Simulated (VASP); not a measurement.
TiGePd3, 5 atoms in the cell. Symmetry: P4/mmm, No. 123, tetragonal system. The conventional cell has a = 4.961 Å, b = 4.961 Å, c = 4.711 Å, α = 90.00°, β = 90.00°, γ = 90.00°. Within 3.3 Å of Ti (site symmetry 4/mmm) lie 4 Pd at 2.48 Å. Ge (site symmetry 4/mmm) has 6 Pd at 2.36 to 2.48 Å within 3.1 Å. Within 3.6 Å of Pd (site symmetry mmm) lie 2 Ti at 2.48 Å and 2 Ge at 2.48 Å and 8 Pd at 3.42 to 3.51 Å. Within 3.1 Å of Pd (site symmetry 4/mmm) lie 2 Ge at 2.36 Å. The cell was generated, and may not be a known phase.

- Program: VASP 6.6.1
- Task: single point
- Functional: PBE
- Potentials or basis: VASP PAW PBE potentials, release 64 (Ti_sv, Ge_d, Pd)
- Cutoff: 520 eV
- k mesh: 8 × 8 × 8
- Occupations: gaussian, width 0.1 eV
- Spin: collinear spin
- Starting moments: [1.07, 0.0, 0.0, 0.0, 0.0] μB
- Dipole correction: no
- Further INCAR settings: ALGO = Fast; EDIFF = 1e-06; NBANDS = 40

Potentials or basis: VASP PAW PBE potentials, release 64 (Ti_sv, Ge_d, Pd).

Command:

```bash
$ cat potpaw_PBE.64/Ti_sv/POTCAR potpaw_PBE.64/Ge_d/POTCAR potpaw_PBE.64/Pd/POTCAR > POTCAR
$ mpirun -np 1 vasp_std > vasp.out
```

Hardware: 1 thread of Oxide Virtual Turin-like Processor, on a shared host.

Task: Estimate the wall time of this run.

Result: Run time: 53 min on 1 thread of Oxide Virtual Turin-like Processor, on a shared host, peak memory 0.62 GiB. Counts: scf iterations 36, k points 75.
